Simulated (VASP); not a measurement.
SnTe, 2 atoms in the cell. It takes space group Fm-3m (No. 225, cubic). The conventional cell has a = 6.302 Å, b = 6.302 Å, c = 6.302 Å, α = 90.00°, β = 90.00°, γ = 90.00°. Within 4.1 Å of Sn (site symmetry m-3m) lie 6 Te at 3.15 Å. Within 4.1 Å of Te (site symmetry m-3m) lie 6 Sn at 3.15 Å. 

```yaml
Program: VASP 6.6.1
Task: single point
Functional: PBE
Potentials_or_basis: VASP PAW PBE potentials, release 64 (Sn_d, Te)
Cutoff: 500 eV
k_mesh: 6 × 6 × 6
Occupations: gaussian, width 0.01 eV
Spin: no spin polarisation
Dipole_correction: no
Further_INCAR_settings: ALGO = Normal; EDIFF = 1e-06; NBANDS = 17
```

Potentials or basis: VASP PAW PBE potentials, release 64 (Sn_d, Te).

Run with:

```console
$ cat potpaw_PBE.64/Sn_d/POTCAR potpaw_PBE.64/Te/POTCAR > POTCAR
$ mpirun -np 1 vasp_std > vasp.out
```

Hardware: 1 thread of Intel(R) Xeon(R) 6975P-C (Granite Rapids) (shared host).

Problem. How long does it take, and how much memory?

Solution. Wall time 6.3 s on 1 thread of Intel(R) Xeon(R) 6975P-C (Granite Rapids), on a shared host, peak memory 0.17 GiB. Counts: scf iterations 12, k points 16.
